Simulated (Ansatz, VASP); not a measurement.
# Two plane-wave programs on Al2BP3

Contents of INCAR:

```
PREC = Accurate
ENCUT = 600
EDIFF = 1E-7
ISMEAR = 0
SIGMA = 0.1
LREAL = False
LASPH = True
NELM = 60
ALGO = Normal
ISIF = 3
LWAVE = False
LCHARG = False
GGA = PE
IBRION = 2
NSW = 90
EDIFFG = -0.04
```

The input KPOINTS:

```
regular mesh
0
Gamma
  6 6 6
```

File POSCAR:

```
Al2BP3
1.0
   -1.8005142900      1.8005142900      7.6389351900
    1.8005142900     -1.8005142900      7.6389351900
    1.8005142900      1.8005142900     -7.6389351900
Al B P
2 1 3
Direct
    0.8333333300      0.8333333300      0.0000000000
    0.1666666700      0.1666666700      0.0000000000
    0.5000000000      0.5000000000      0.0000000000
    0.4166666700      0.9166666700      0.5000000000
    0.0833333300      0.5833333300      0.5000000000
    0.7500000000      0.2500000000      0.5000000000
```

Input for Ansatz:

```yaml
crystal:
  lattice:
    - [-1.80051429, 1.80051429, 7.63893519]
    - [1.80051429, -1.80051429, 7.63893519]
    - [1.80051429, 1.80051429, -7.63893519]
  atoms:
    - { symbol: Al, position: [0.83333333, 0.83333333, 0.0] }
    - { symbol: Al, position: [0.16666667, 0.16666667, 0.0] }
    - { symbol: B, position: [0.5, 0.5, 0.0] }
    - { symbol: P, position: [0.41666667, 0.91666667, 0.5] }
    - { symbol: P, position: [0.08333333, 0.58333333, 0.5] }
    - { symbol: P, position: [0.75, 0.25, 0.5] }
basis:
  ecutwfc: 420
kpoints:
  mp_grid: { grid: [6, 6, 6] }
hamiltonian:
  xc: pbe
scf:
  occupations: { method: gaussian, width: 0.1 }
  lower_state_search: "off"
output:
  forces: true
  stress: true
  eigenvalues: true
relax:
  adjacent_minimum: "off"
  f_tol: 0.04
  max_steps: 70
  cell: { stress_tol: 0.4 }
```

Alike in both runs: task relaxation of cell and atoms; functional PBE; k mesh 6 × 6 × 6; occupations gaussian, width 0.1 eV; no spin polarisation.

|  | VASP | Ansatz |
| --- | --- | --- |
| version | VASP 6.6.1 | Ansatz 0.2.0 |
| potentials or method | VASP PAW PBE potentials, release 64 (Al, B, P), cutoff 600 eV | scalar-relativistic, plane waves, PAW |
| valence electrons in the cell | 24 | 24 |

```tsv
	VASP	Ansatz	Ansatz less VASP
gap on the k mesh at the Fermi level, each at its own relaxed structure (eV)	0.89	0.90	+0.009
relaxed volume (Å³/atom)	17.63	17.59	-0.033
relaxed cell length with the largest relative difference (Å)	8.447	8.441	-0.0066
```
